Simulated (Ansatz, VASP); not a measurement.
**One calculation of NaCl, two programs**

The input INCAR:

```
SYSTEM = NaCl
PREC     = Accurate       ! precision mode
ENCUT    = 520            ! plane-wave cutoff, eV
EDIFF    = 1E-6           ! SCF threshold, eV
ISMEAR   = 0              ! smearing method
SIGMA    = 0.05           ! smearing width, eV
LREAL    = .False.        ! projectors in reciprocal space
LASPH    = .True.         ! aspherical terms in the spheres
NELM     = 100            ! most SCF steps
ALGO     = Normal         ! electronic algorithm
ISIF     = 2              ! what is computed and relaxed
LWAVE    = .False.        ! write WAVECAR
LCHARG   = .False.        ! write CHGCAR
GGA      = PS             ! functional
NBANDS   = 14             ! bands
```

KPOINTS

```
Automatic mesh
0
Gamma
  8 8 8
  0 0 0
```

The input POSCAR:

```
NaCl
1.0
    0.0000000000      2.6052100000      3.0582900000
    2.6052100000      0.0000000000      3.0582900000
    2.6052100000      2.6052100000      0.0000000000
Na Cl
1 1
Direct
    0.0000000000      0.0000000000      0.0000000000
    0.5000000000      0.5000000000      0.5000000000
```

Input for Ansatz:

```yaml
crystal:
  lattice:
    - [0.0, 2.60521, 3.05829]
    - [2.60521, 0.0, 3.05829]
    - [2.60521, 2.60521, 0.0]
  atoms:
    - { symbol: Na, position: [0.0, 0.0, 0.0] }
    - { symbol: Cl, position: [0.5, 0.5, 0.5] }
basis:
  ecutwfc: 420
kpoints:
  mp_grid: { grid: [8, 8, 8] }
hamiltonian:
  xc: pbesol
scf:
  occupations: { method: gaussian, width: 0.05 }
output:
  forces: true
  stress: true
  eigenvalues: true
```

Change from the starting cell: strain -0.080 along x and y, +0.080 along z, atoms carried along.

Alike in both runs: task single point; functional PBEsol; k mesh 8 × 8 × 8; occupations gaussian, width 0.05 eV; no spin polarisation.

|  | VASP | Ansatz |
| --- | --- | --- |
| version | VASP 6.6.1 | Ansatz 0.2.0 |
| potentials or method | VASP PAW PBE potentials, release 64 (Na_pv, Cl), cutoff 520 eV | scalar-relativistic, plane waves, PAW |
| valence electrons in the cell | 14 | 16 |

```csv
,VASP,Ansatz,Ansatz less VASP
gap on the k mesh at the Fermi level (eV),5.23,5.24,+0.006
least direct gap on the mesh (eV),5.23,5.24,+0.006
pressure (GPa),3.6,3.6,-0.07
"traceless stress, the component that is largest in VASP (GPa)",-5.42,-5.32,+0.094
```

VASP's potentials were made for PBE, not for PBEsol. The functional is the same, so the differences come from potentials, cutoffs and numerics. VASP's potentials hold 14 valence electrons a cell and Ansatz's 16, so a difference there can come from the potentials and not from the codes.
